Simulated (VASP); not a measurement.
Here is a VASP 6.6.1 calculation.

File INCAR:

```
SYSTEM = Ce
PREC = Accurate ; ENCUT = 520
EDIFF = 1E-6 ; ISMEAR = -1
SIGMA = 0.06122561905347299 ; LREAL = .False.
LASPH = .True. ; NELM = 80
ALGO = Normal ; ISIF = 2
LWAVE = .False. ; LCHARG = .True.
GGA = PE ; LELF = .True.
LVHAR = .True. ; NBANDS = 12
```

The input KPOINTS:

```
regular mesh
0
Gamma
  20 20 20
  0 0 0
```

File POSCAR:

```
Ce
1.0
   -1.8834501211      1.8834501211      1.8834501211
    1.8834501211     -1.8834501211      1.8834501211
    1.8834501211      1.8834501211     -1.8834501211
Ce
1
Direct
    0.0000000000      0.0000000000      0.0000000000
```

Potentials or basis: VASP PAW PBE potentials, release 64 (Ce).

Run with:

```bash
$ cat potpaw_PBE.64/Ce/POTCAR > POTCAR
$ mpirun -np 1 vasp_std > vasp.out
```

What does it give for the band gap on the k mesh?

Zero (bands 6 and 7 overlap by 0.99 eV).

What does it give for the pressure?

0.6 GPa.

Caveat: spin-orbit coupling is left out, which moves the levels of the heavy elements; semilocal functionals describe open f shells poorly, which spoils levels, moments and volumes. Spin polarisation is off, so any magnetic state and its effect on volume and gap are missing.
